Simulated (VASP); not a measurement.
Wanted: the native input for a VASP 6.6.1 run.

```yaml
Task: single point
Functional: PBE
Potentials_or_basis: VASP PAW PBE potentials, release 64 (Si, N)
Cutoff: 520 eV
k_mesh: 6 × 6 × 6
Occupations: gaussian, width 0.1 eV
Spin: no spin polarisation
Dipole_correction: no
Further_INCAR_settings: ALGO = Normal; EDIFF = 1e-06; NBANDS = 18
```

The structure of Si4N lies in POSCAR:

```
Si4N
1.0
   -1.9938129353      3.5968033105      2.8886337629
    1.9938129353     -3.5968033105      2.8886337629
    1.9938129353      3.5968033105     -2.8886337629
Si N
4 1
Direct
    0.1034695923      0.2654437034      0.8380258889
    0.8965304077      0.7345562966      0.1619741111
    0.5725821854      0.7345562966      0.8380258889
    0.4274178146      0.2654437034      0.1619741111
    0.0000000000      0.0000000000      0.0000000000
```

The input as run:

INCAR

```
SYSTEM = Si4N
ALGO = Normal
EDIFF = 1E-6
ENCUT = 520
GGA = PE
ISIF = 2
ISMEAR = 0
LASPH = .TRUE.
LCHARG = .FALSE.
LREAL = .FALSE.
LWAVE = .FALSE.
NBANDS = 18
NELM = 60
PREC = Accurate
SIGMA = 0.1
```

KPOINTS

```
k-points
0
G
  6 6 6
  0 0 0
```

Potentials or basis: VASP PAW PBE potentials, release 64 (Si, N).

Command:

```bash
$ cat potpaw_PBE.64/Si/POTCAR potpaw_PBE.64/N/POTCAR > POTCAR
$ mpirun -np 1 vasp_std > vasp.out
```

Results of the run:

The pressure is 0.0 GPa and the largest force is 0.010 eV/Å.

Wall time 62 s on 1 thread of AMD EPYC 7R13 Processor (Zen 3), on a shared host, peak memory 0.22 GiB.
